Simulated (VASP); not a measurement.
Write the native input for VASP 6.6.1 that does the following.

```yaml
Task: relaxation of cell and atoms
Functional: PBE
Potentials_or_basis: VASP PAW PBE potentials, release 64 (Sc_sv, H)
Cutoff: 600 eV
k_mesh: 18 × 18 × 12
Occupations: gaussian, width 0.1 eV
Spin: no spin polarisation
Dipole_correction: no
Further_INCAR_settings: ALGO = Normal; EDIFF = 1e-06; IBRION = 2; EDIFFG = -0.01; NSW = 100; ISIF = 3
```

The structure of ScH2 lies in POSCAR:

```
ScH2
1.0
    3.4003659003      0.0000000000      0.0000000000
   -1.7001829501      2.9448032518      0.0000000000
    0.0000000000      0.0000000000      3.6189456887
Sc H
1 2
Direct
    0.0000000000      0.0000000000      0.0000000000
    0.3333333333      0.6666666667      0.0000000000
    0.6666666667      0.3333333333      0.0000000000
```

One way to write it, as run:

INCAR

```
SYSTEM = ScH2
PREC     = Accurate       ! precision mode
ENCUT    = 600            ! plane-wave cutoff, eV
EDIFF    = 1E-6           ! SCF threshold, eV
ISMEAR   = 0              ! smearing method
SIGMA    = 0.1            ! smearing width, eV
LREAL    = .False.        ! projectors in reciprocal space
LASPH    = .True.         ! aspherical terms in the spheres
NELM     = 100            ! most SCF steps
ALGO     = Normal         ! electronic algorithm
ISIF     = 3              ! what is computed and relaxed
LWAVE    = .False.        ! write WAVECAR
LCHARG   = .False.        ! write CHGCAR
GGA      = PE             ! functional
IBRION   = 2              ! ionic algorithm
NSW      = 100            ! ionic steps
EDIFFG   = -0.01          ! ionic threshold
```

KPOINTS

```
regular mesh
0
Gamma
  18 18 12
  0 0 0
```

Potentials or basis: VASP PAW PBE potentials, release 64 (Sc_sv, H).

The run is started by

```console
$ cat potpaw_PBE.64/Sc_sv/POTCAR potpaw_PBE.64/H/POTCAR > POTCAR
$ mpirun -np 1 vasp_std > vasp.out
```

It gave:

```
Relaxed volume                         : 12.11 Å³/atom
Relaxed cell                           : a = 3.405 Å, b = 3.405 Å, c = 3.618 Å, α = 90.00°, β = 90.00°, γ = 120.00°
Space group after relaxing (to 0.05 Å) : P6/mmm (No. 191)
Energy gained by relaxing              : 0.0 meV/atom
Ionic steps                            : 2
Pressure after relaxing                : 0.0 GPa
```

It took 2.1 min on 1 thread of Intel(R) Xeon(R) Platinum 8488C (Sapphire Rapids), with other jobs on the host, peak memory 0.26 GiB.
